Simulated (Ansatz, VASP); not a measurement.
## Te in VASP and in Ansatz

The input INCAR:

```
PREC     = Accurate       # precision mode
ENCUT    = 520            # plane-wave cutoff, eV
EDIFF    = 1E-6           # SCF threshold, eV
ISMEAR   = 0              # smearing method
SIGMA    = 0.1            # smearing width, eV
LREAL    = False          # projectors in reciprocal space
LASPH    = True           # aspherical terms in the spheres
NELM     = 80             # most SCF steps
ALGO     = Normal         # electronic algorithm
ISIF     = 2              # what is computed and relaxed
LWAVE    = False          # write WAVECAR
LCHARG   = True           # write CHGCAR
GGA      = PS             # functional
LELF     = True           # ELF
LVHAR    = True         
NBANDS   = 9              # bands
```

KPOINTS

```
regular mesh
0
Gamma
  15 15 15
```

File POSCAR:

```
Te
1.0
    2.3649585529      1.3654094572      1.6328018060
   -2.3649585529      1.3654094572      1.6328018060
    0.0000000000     -2.7308189142      1.6328018060
Te
1
Direct
    0.5000000000      0.5000000000      0.5000000000
```

Input for Ansatz:

```yaml
crystal:
  lattice:
    - [2.3649585529, 1.3654094572, 1.632801806]
    - [-2.3649585529, 1.3654094572, 1.632801806]
    - [0.0, -2.7308189142, 1.632801806]
  atoms:
    - { symbol: Te, position: [0.5, 0.5, 0.5] }
basis:
  ecutwfc: 420
kpoints:
  mp_grid: { grid: [15, 15, 15] }
hamiltonian:
  xc: pbesol
scf:
  occupations: { method: gaussian, width: 0.1 }
output:
  forces: true
  stress: true
  eigenvalues: true
  write_density: true
  write_potential: true
  elf: true
  volumetric_format: npy
```

Alike in both runs: task single point; functional PBEsol; k mesh 15 × 15 × 15; occupations gaussian, width 0.1 eV; no spin polarisation.

|  | VASP | Ansatz |
| --- | --- | --- |
| version | VASP 6.6.1 | Ansatz 0.2.0 |
| potentials or method | VASP PAW PBE potentials, release 64 (Te), cutoff 520 eV | scalar-relativistic, plane waves, PAW |
| valence electrons in the cell | 6 | 16 |

VASP gave:

| Property | Result |
| --- | --- |
| gap on the k mesh at the Fermi level (eV) | none |
| pressure (GPa) | -1.8 |
| traceless stress, the component that is largest in VASP (GPa) | 0.58 |

Q: Which values does Ansatz return?

A: gap on the k mesh at the Fermi level (eV): none; pressure (GPa): -1.8; traceless stress, the component that is largest in VASP (GPa): 0.61.

VASP's potentials were made for PBE, not for PBEsol. A gap of «none» marks a metal or a gap that the smearing closes. VASP's potentials hold 6 valence electrons a cell and Ansatz's 16, so a difference there can come from the potentials and not from the codes.

Spin-orbit coupling is off throughout.
